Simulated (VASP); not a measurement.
# GeCl2 (CdI2 type) (P-3m1) in VASP: notebook, part 2 of 2

VASP 6.6.1.

## Step 3: Single point, PBE

INCAR

```
PREC     = Accurate       # precision mode
ENCUT    = 520            # plane-wave cutoff, eV
EDIFF    = 1E-6           # SCF threshold, eV
ISMEAR   = -1             # smearing method
SIGMA    = 0.08           # smearing width, eV
LREAL    = False          # projectors in reciprocal space
LASPH    = True           # aspherical terms in the spheres
NELM     = 60             # most SCF steps
ALGO     = Normal         # electronic algorithm
ISIF     = 2              # what is computed and relaxed
LWAVE    = False          # write WAVECAR
LCHARG   = True           # write CHGCAR
GGA      = PE             # functional
LELF     = True           # ELF
LVHAR    = True         
NBANDS   = 21             # bands
```

KPOINTS

```
Automatic mesh
0
Gamma
  13 13 7
```

POSCAR

```
GeCl2
1.0
    3.9410607685      0.0000000000      0.0000000000
   -1.9705303842      3.4130587434      0.0000000000
    0.0000000000      0.0000000000      6.7913277095
Ge Cl
1 2
Direct
    0.0000000000      0.0000000000      0.0000000000
    0.3333333333      0.6666666667      0.2163880213
    0.6666666667      0.3333333333      0.7836119787
```

Potentials or basis: VASP PAW PBE potentials, release 64 (Ge_d, Cl).

Started as:

```
cat potpaw_PBE.64/Ge_d/POTCAR potpaw_PBE.64/Cl/POTCAR > POTCAR
mpirun -np 1 vasp_std > vasp.out
```

OUTCAR:

```text
PREC = Accurate
   ENCUT = 520
   EDIFF = 1E-6
   ISMEAR = -1
   LREAL = False
   LASPH = True
   NELM = 60
   ISIF = 2
   GGA = PE

 ion  position               nearest neighbor table
   1  0.000  0.000  0.000-   2 2.71   3 2.71   2 2.71   3 2.71   3 2.71   2 2.71
   2  0.333  0.667  0.216-   1 2.71   1 2.71   1 2.71
   3  0.667  0.333  0.784-   1 2.71   1 2.71   1 2.71

  LATTYP: Found a hexagonal cell.
 ALAT       =     3.9410607685
 C/A-ratio  =     1.7232232915

  Lattice vectors:

 A1 = (   3.9410607685,   0.0000000000,   0.0000000000)
 A2 = (  -1.9705303842,   3.4130587434,   0.0000000000)
 A3 = (   0.0000000000,   0.0000000000,   6.7913277095)

Analysis of symmetry for initial positions (statically):
=====================================================================
 Subroutine PRICEL returns:
 Original cell was already a primitive cell.

 Routine SETGRP: Setting up the symmetry group for a
 hexagonal supercell.

 Subroutine GETGRP returns: Found 12 space group operations
 (whereof 12 operations were pure point group operations)
 out of a pool of 24 trial point group operations.

The static configuration has the point symmetry D_3d.

Analysis of symmetry for dynamics (positions and initial velocities):
=====================================================================
 Subroutine PRICEL returns:
 Original cell was already a primitive cell.

 Routine SETGRP: Setting up the symmetry group for a
 hexagonal supercell.

 Subroutine GETGRP returns: Found 12 space group operations
 (whereof 12 operations were pure point group operations)
 out of a pool of 24 trial point group operations.

The dynamic configuration has the point symmetry D_3d.

 Subroutine INISYM returns: Found 12 space group operations
 (whereof 12 operations are pure point group operations),
[... 112 lines left out ...]
   EFERMI =   0.00;   METHOD = LEGACY
   ISMEAR =    -1;   SIGMA  =   0.08  broadening in eV -4-tet -1-fermi 0-gaus
   EFERMI_NEDOS =   21; number of points for ismear=-14 and -15
   IALGO  =     38    algorithm
   IMIX   =      4    mixing-type and parameters
     AMIX     =   0.40;   BMIX     =  1.00
     AMIX_MAG =   1.60;   BMIX_MAG =  1.00
  volume/ion in A,a.u.               =      30.45       205.49
  Fermi-wavevector in a.u.,A,eV,Ry     =   1.103800  2.085879 16.576985  1.218374
  Thomas-Fermi vector in A             =   2.240263
   LORBIT       =      0    0 simple, 1 ext, 2 COOP (PROOUT), +10 PAW based schemes
   GGA     = PE    functional components
   LHFCALC =     F    Hartree Fock is set to
   AEXX    =    0.0000 exact exchange contribution
   IVDW    =     0    specifies the selected vdW correction
   LEPSILON=     F    determine dielectric tensor
   LRPA    =     F    only Hartree local field effects (RPA)
 non-spin polarized calculation
  energy-cutoff  :      520.00
  volume of cell :       91.35
 maximum number of plane-waves:      2491
 NGX is ok and might be reduce to    30
   NGX = 15   NGY = 15   NGZ = 25

 number of electron      28.0000002 magnetization

 Free energy of the ion-electron system (eV)
  ---------------------------------------------------
  ext. energy  EPLUGINS =         0.00000000
  ---------------------------------------------------
  free energy    TOTEN  =       -10.49071856 eV

  energy without entropy =      -10.49071854  energy(sigma->0) =      -10.49071855

 E-fermi :   1.3607     XC(G=0):  -7.7035

 val. band max:       -0.0339757267   @ k =   0.3077   0.3077   0.4286
 cond. band min:       2.5170753941   @ k =   0.0000   0.0000   0.4286
 fundamental gap:      2.5510511208
 Fermi energy:         1.3606630447

 k-point     1 :       0.0000    0.0000    0.0000
  band No.  band energies     occupation
      1     -23.9105      2.00000
      2     -23.9065      2.00000
      3     -23.9065      2.00000
      4     -23.9035      2.00000
      5     -23.9035      2.00000
      6     -14.5916      2.00000
[... 565 lines left out ...]
     20       9.6425      0.00000
     21       9.7943      0.00000

 [... further k-points ...]

------------------------ aborting loop because EDIFF is reached ----------------------------------------

  FORCE on cell =-STRESS in cart. coord.  units (eV):
  Direction    XX          YY          ZZ          XY          YZ          ZX
  --------------------------------------------------------------------------------------
  -------------------------------------------------------------------------------------
  Total       -0.0296191     -0.0296191     -0.0217538     -0.0000000      0.0000000      0.0000000
  in kB       -0.5194826     -0.5194826     -0.3815342     -0.0000000      0.0000000      0.0000000
  external PRESSURE =      -0.4734998 kB  Pullay stress =       0.0000000 kB

 VOLUME and BASIS-vectors are now :
 -----------------------------------------------------------------------------
  energy-cutoff  :      520.00
  volume of cell :       91.35
      direct lattice vectors                 reciprocal lattice vectors
     3.941060768  0.000000000  0.000000000     0.253738792  0.146496160  0.000000000
    -1.970530384  3.413058743  0.000000000     0.000000000  0.292992320  0.000000000
     0.000000000  0.000000000  6.791327709     0.000000000  0.000000000  0.147246613

 POSITION                                       TOTAL-FORCE (eV/Angst)
 -----------------------------------------------------------------------------------
      0.00000      0.00000      0.00000         0.000000      0.000000      0.000000
     -0.00000      2.27537      1.46956         0.000000     -0.000000      0.003023
      1.97053      1.13769      5.32177        -0.000000      0.000000     -0.003023
 -----------------------------------------------------------------------------------
    total drift:                                0.000000      0.000000     -0.000000

  FREE ENERGIE OF THE ION-ELECTRON SYSTEM (eV)
  ---------------------------------------------------
  free  energy   TOTEN  =       -10.4907185593 eV

  energy  without entropy=      -10.4907185401  energy(sigma->0) =      -10.49071855
```

OSZICAR:

```text
N       E                     dE             d eps       ncg     rms          rms(c)
DAV:   1     0.244319638581E+03    0.24432E+03   -0.13296E+04  6473   0.214E+03
DAV:   2     0.233150442578E+02   -0.22100E+03   -0.20942E+03  6280   0.600E+02
DAV:   3    -0.945781017703E+01   -0.32773E+02   -0.32503E+02  6405   0.134E+02
DAV:   4    -0.108804275566E+02   -0.14226E+01   -0.14214E+01  6222   0.330E+01
DAV:   5    -0.109250700910E+02   -0.44643E-01   -0.44641E-01  7478   0.582E+00    0.529E+00
DAV:   6    -0.104875097835E+02    0.43756E+00   -0.12599E+00  7076   0.676E+00    0.326E+00
DAV:   7    -0.104858072054E+02    0.17026E-02   -0.20688E-01  6949   0.222E+00    0.177E+00
DAV:   8    -0.104915618777E+02   -0.57547E-02   -0.34917E-02  6802   0.187E+00    0.304E-01
DAV:   9    -0.104903578253E+02    0.12041E-02   -0.60656E-03  7325   0.689E-01    0.107E-01
DAV:  10    -0.104906196378E+02   -0.26181E-03   -0.50808E-04  6227   0.128E-01    0.619E-02
DAV:  11    -0.104907156811E+02   -0.96043E-04   -0.10722E-04  5907   0.766E-02    0.197E-02
DAV:  12    -0.104907175681E+02   -0.18870E-05   -0.18367E-05  6878   0.226E-02    0.100E-02
DAV:  13    -0.104907186723E+02   -0.11042E-05   -0.36858E-06  5957   0.179E-02    0.526E-03
DAV:  14    -0.104907185593E+02    0.11301E-06   -0.41898E-07  3816   0.421E-03
   1 F= -.10490719E+02 E0= -.10490719E+02  d E =-.192152E-07
```

Run time: 2.2 min. Hardware: 1 thread of AMD EPYC 9R45 (Zen 5), shared host; peak memory 0.32 GiB.

What came out:

| Item | Value |
| --- | --- |
| Free energy | -10.4907 eV |
| Pressure | 0.0 GPa |
| Largest force | 0.003 eV/Å |
| Band gap on the k mesh | 2.55 eV (least direct gap 3.05 eV) |

Forces on the atoms (eV/Å):
```
Ge   0.000  0.000  0.000
Cl   0.000  0.000  0.003
Cl   0.000  0.000 -0.003
```

Caveat: this functional lacks dispersion, which binds layers or chains, so the pressure and a relaxed spacing across them are unreliable. A k mesh can miss the band edges.

## Step 4: Relaxation of cell and atoms, PBE

This run uses another cell than the first one, of 14.54 Å³/atom.

INCAR

```
SYSTEM = GeCl2
ALGO     = Normal         ! electronic algorithm
EDIFF    = 1E-7           ! SCF threshold, eV
EDIFFG   = -0.005         ! ionic threshold
ENCUT    = 600            ! plane-wave cutoff, eV
GGA      = PE             ! functional
IBRION   = 2              ! ionic algorithm
ISIF     = 3              ! what is computed and relaxed
ISMEAR   = -1             ! smearing method
LASPH    = .True.         ! aspherical terms in the spheres
LCHARG   = .False.        ! write CHGCAR
LREAL    = .False.        ! projectors in reciprocal space
LWAVE    = .False.        ! write WAVECAR
NELM     = 80             ! most SCF steps
NSW      = 100            ! ionic steps
PREC     = Accurate       ! precision mode
SIGMA    = 0.08           ! smearing width, eV
```

KPOINTS

```
k-points
0
Gamma
  13 13 7
  0 0 0
```

POSCAR

```
GeCl2
1.0
    3.1576117098      0.0000000000      0.0000000000
   -1.5788058549      2.7345719560      0.0000000000
    0.0000000000      0.0000000000      5.0521787357
Ge Cl
1 2
Direct
    0.0000000000      0.0000000000      0.0000000000
    0.3333333333      0.6666666667      0.2500000000
    0.6666666667      0.3333333333      0.7500000000
```

Potentials or basis: VASP PAW PBE potentials, release 64 (Ge_d, Cl).

Started as:

```
cat potpaw_PBE.64/Ge_d/POTCAR potpaw_PBE.64/Cl/POTCAR > POTCAR
mpirun -np 1 vasp_std > vasp.out
```

OUTCAR:

```text
SYSTEM = GeCl2
   EDIFF = 1E-7
   EDIFFG = -0.005
   ENCUT = 600
   GGA = PE
   IBRION = 2
   ISIF = 3
   ISMEAR = -1
   LASPH = .True.
   LREAL = .False.
   NELM = 80
   NSW = 100
   PREC = Accurate

 ion  position               nearest neighbor table
   1  0.000  0.000  0.000-   2 2.22   3 2.22   3 2.22   2 2.22   3 2.22   2 2.22
   2  0.333  0.667  0.250-   1 2.22   1 2.22   1 2.22
   3  0.667  0.333  0.750-   1 2.22   1 2.22   1 2.22

  LATTYP: Found a hexagonal cell.
 ALAT       =     3.1576117098
 C/A-ratio  =     1.6000000000

  Lattice vectors:

 A1 = (   3.1576117098,   0.0000000000,   0.0000000000)
 A2 = (  -1.5788058549,   2.7345719560,   0.0000000000)
 A3 = (   0.0000000000,   0.0000000000,   5.0521787357)

Analysis of symmetry for initial positions (statically):
=====================================================================
 Subroutine PRICEL returns:
 Original cell was already a primitive cell.

 Routine SETGRP: Setting up the symmetry group for a
 hexagonal supercell.

 Subroutine GETGRP returns: Found 12 space group operations
 (whereof 12 operations were pure point group operations)
 out of a pool of 24 trial point group operations.

The static configuration has the point symmetry D_3d.

Analysis of symmetry for dynamics (positions and initial velocities):
=====================================================================
 Subroutine PRICEL returns:
 Original cell was already a primitive cell.

 Routine SETGRP: Setting up the symmetry group for a
 hexagonal supercell.

 Subroutine GETGRP returns: Found 12 space group operations
 (whereof 12 operations were pure point group operations)
 out of a pool of 24 trial point group operations.

The dynamic configuration has the point symmetry D_3d.

 Subroutine INISYM returns: Found 12 space group operations
 (whereof 12 operations are pure point group operations),
 and found     1 'primitive' translations

----------------------------------------------------------------------------------------

                                     Primitive cell

[... 98 lines left out ...]
   ISIF   =      3    stress and relaxation
   ISYM   =      2    0-nonsym 1-usesym 2-fastsym
   POTIM  = 0.5000    time-step for ionic-motion
   TEBEG  =    0.0;   TEEND  =   0.0 temperature during run
   PSTRESS=    0.0 pullay stress
   NELECT =      28.0000    total number of electrons
   NUPDOWN=      -1.0000    fix difference up-down
   EMIN   =  10.00;   EMAX   =-10.00  energy-range for DOS
   EFERMI =   0.00;   METHOD = LEGACY
   ISMEAR =    -1;   SIGMA  =   0.08  broadening in eV -4-tet -1-fermi 0-gaus
   EFERMI_NEDOS =   21; number of points for ismear=-14 and -15
   IALGO  =     38    algorithm
   IMIX   =      4    mixing-type and parameters
     AMIX     =   0.40;   BMIX     =  1.00
     AMIX_MAG =   1.60;   BMIX_MAG =  1.00
  volume/ion in A,a.u.               =      14.54        98.13
  Fermi-wavevector in a.u.,A,eV,Ry     =   1.412164  2.668604 27.132849  1.994208
  Thomas-Fermi vector in A             =   2.533941
   LORBIT       =      0    0 simple, 1 ext, 2 COOP (PROOUT), +10 PAW based schemes
   GGA     = PE    functional components
   LHFCALC =     F    Hartree Fock is set to
   AEXX    =    0.0000 exact exchange contribution
   IVDW    =     0    specifies the selected vdW correction
   LEPSILON=     F    determine dielectric tensor
   LRPA    =     F    only Hartree local field effects (RPA)
 conjugate gradient relaxation of ions
 non-spin polarized calculation
  energy-cutoff  :      600.00
  volume of cell :       43.62
 maximum number of plane-waves:      1472
 NGX is ok and might be reduce to    28
   NGX = 13   NGY = 13   NGZ = 21

--------------------------------------- Ionic step        1  -------------------------------------------

 number of electron      28.0000000 magnetization

 Free energy of the ion-electron system (eV)
  ---------------------------------------------------
  ext. energy  EPLUGINS =         0.00000000
  ---------------------------------------------------
  free energy    TOTEN  =        -5.00762428 eV

  energy without entropy =       -5.00709004  energy(sigma->0) =       -5.00735716

 E-fermi :  11.1141     XC(G=0): -11.4460

 val. band max:       10.8753540319   @ k =   0.0000   0.0000   0.4286
 cond. band min:      11.2542739777   @ k =   0.0000   0.0000   0.0000
 fundamental gap:      0.3789199458
 Fermi energy:        11.1140993540
[... 1121 lines left out ...]
  FREE ENERGIE OF THE ION-ELECTRON SYSTEM (eV)
  ---------------------------------------------------
  free  energy   TOTEN  =       -10.2278325464 eV

  energy  without entropy=      -10.2278325409  energy(sigma->0) =      -10.22783254

[... ionic steps 4 to 34 ...]

--------------------------------------- Ionic step       35  -------------------------------------------

 number of electron      28.0000009 magnetization

------------------------ aborting loop because EDIFF is reached ----------------------------------------
[... 69 lines left out ...]
--------------------------------------- Ionic step       37  -------------------------------------------

 number of electron      28.0000009 magnetization

 Free energy of the ion-electron system (eV)
  ---------------------------------------------------
  ext. energy  EPLUGINS =         0.00000000
  ---------------------------------------------------
  free energy    TOTEN  =       -10.45375906 eV

  energy without entropy =      -10.45375904  energy(sigma->0) =      -10.45375905

 E-fermi :   1.5153     XC(G=0):  -7.8128

 val. band max:        0.1217433757   @ k =   0.3077   0.3077   0.4286
 cond. band min:       2.6728145361   @ k =   0.0000   0.0000   0.4286
 fundamental gap:      2.5510711604
 Fermi energy:         1.5152527174
[... 534 lines left out ...]
  FREE ENERGIE OF THE ION-ELECTRON SYSTEM (eV)
  ---------------------------------------------------
  free  energy   TOTEN  =       -10.4537590591 eV

  energy  without entropy=      -10.4537590407  energy(sigma->0) =      -10.45375905

 reached required accuracy - stopping structural energy minimisation
```

Run time: 25 min. Hardware: 1 thread of AMD EPYC 9R45 (Zen 5), shared host; peak memory 0.24 GiB.

Results:

```yaml
Free_energy: -10.4538 eV
Relaxed_volume: 29.82 Å³/atom
Relaxed_cell: a = 3.934 Å, b = 3.934 Å, c = 6.676 Å, α = 90.00°, β = 90.00°, γ = 120.00°
Space_group_after_relaxing_to_0.1_Å: P-3m1 (No. 164)
Energy_gained_by_relaxing: 1815.4 meV/atom
Ionic_steps: 37
Pressure_after_relaxing: 0.0 GPa
Band_gap_on_the_k_mesh: 2.55 eV (least direct gap 3.02 eV)
```

The path:
```tsv
step	energy change (eV)	largest force (eV/Å)	pressure (GPa)	volume (Å³)
1	0.0000	5.5848	77.44	43.62
2	-3.7788	1.8805	-7.57	104.68
3	-5.2202	0.8520	0.31	71.85
4	-5.2223	0.7976	0.81	71.20
5	-5.2880	0.6420	0.60	72.58
6	-5.3928	0.2527	0.16	76.75
7	-5.4020	0.1400	0.05	78.22
8	-5.4023	0.1171	0.02	78.54
9	-5.4121	0.0705	0.23	78.82
10	-5.4273	0.0712	0.94	79.56
11	-5.4335	0.0121	0.51	80.73
12	-5.4369	0.1598	-0.59	84.25
13	-5.4381	0.1008	-0.24	83.05
14	-5.4393	0.0966	-0.20	83.41
15	-5.4420	0.0829	-0.13	84.47
16	-5.4430	0.0560	0.08	86.53
17	-5.4433	0.0644	0.02	85.75
18	-5.4444	0.0329	0.09	86.01
19	-5.4452	0.0199	0.22	86.43
20	-5.4456	0.0117	-0.07	87.45
21	-5.4457	0.0037	0.00	87.20
22	-5.4457	0.0032	0.02	87.18
23	-5.4457	0.0070	0.00	87.23
24	-5.4457	0.0141	-0.02	87.30
25	-5.4457	0.0101	0.00	87.28
26	-5.4457	0.0052	0.03	87.24
27	-5.4457	0.0064	0.03	87.30
28	-5.4459	0.0084	0.02	87.49
29	-5.4460	0.0122	0.00	87.86
30	-5.4460	0.0198	-0.03	88.60
31	-5.4460	0.0174	-0.02	88.65
32	-5.4461	0.0106	0.00	88.81
33	-5.4461	0.0041	0.07	89.11
34	-5.4461	0.0025	0.04	88.97
35	-5.4461	0.0035	0.02	89.09
36	-5.4461	0.0054	-0.02	89.45
37	-5.4461	0.0006	-0.02	89.47
```

Final structure:
```
Ge Cl
1.0
     3.93399    0.00000    0.00000
    -1.96700    3.40694    0.00000
     0.00000    0.00000    6.67573
Ge Cl
1 2
Direct
  0.00000 0.00000 0.00000
  0.33333 0.66667 0.22068
  0.66667 0.33333 0.77932
```

Caveat: the volume moved by over 15 % at a fixed basis, so the end points are rough; this functional lacks dispersion, which binds layers or chains, so the pressure and a relaxed spacing across them are unreliable.
